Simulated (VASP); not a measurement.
Here is a VASP 6.6.1 calculation.

File INCAR:

```
PREC = Accurate
ENCUT = 520
EDIFF = 1E-6
ISMEAR = -1
SIGMA = 0.02
LREAL = F
LASPH = T
NELM = 60
ALGO = Normal
ISIF = 2
LWAVE = F
LCHARG = F
LDIPOL = T
IDIPOL = 3
DIPOL = 0.5 0.5 0.500
GGA = PE
NBANDS = 26
```

KPOINTS

```
Automatic mesh
0
Gamma
  8 6 1
```

File POSCAR:

```
GaP
1.0
    3.8933171705      0.0000000000      0.0000000000
    0.0000000000      5.5059819451      0.0000000000
    0.0000000000      0.0000000000     17.9467000000
Ga P
2 2
Direct
    0.0000000000      0.8750000000      0.4457655562
    0.5000000000      0.3750000000      0.5542344438
    0.5000000000      0.6250000000      0.4457655562
    0.0000000000      0.1250000000      0.5542344438
```

Potentials or basis: VASP PAW PBE potentials, release 64 (Ga_d, P).

Launch:

```console
$ cat potpaw_PBE.64/Ga_d/POTCAR potpaw_PBE.64/P/POTCAR > POTCAR
$ mpirun -np 1 vasp_std > vasp.out
```

Task: What does it give for the band gap on the k mesh?

Result: 1.06 eV (least direct gap 1.31 eV).

Task: What does it give for the largest force?

Result: 1.274 eV/Å.

Forces in eV/Å, atoms in the order of the input:
```
Ga   0.000 -0.514  1.166
Ga   0.000 -0.514 -1.166
P    0.000  0.514 -0.444
P    0.000  0.514  0.444
```
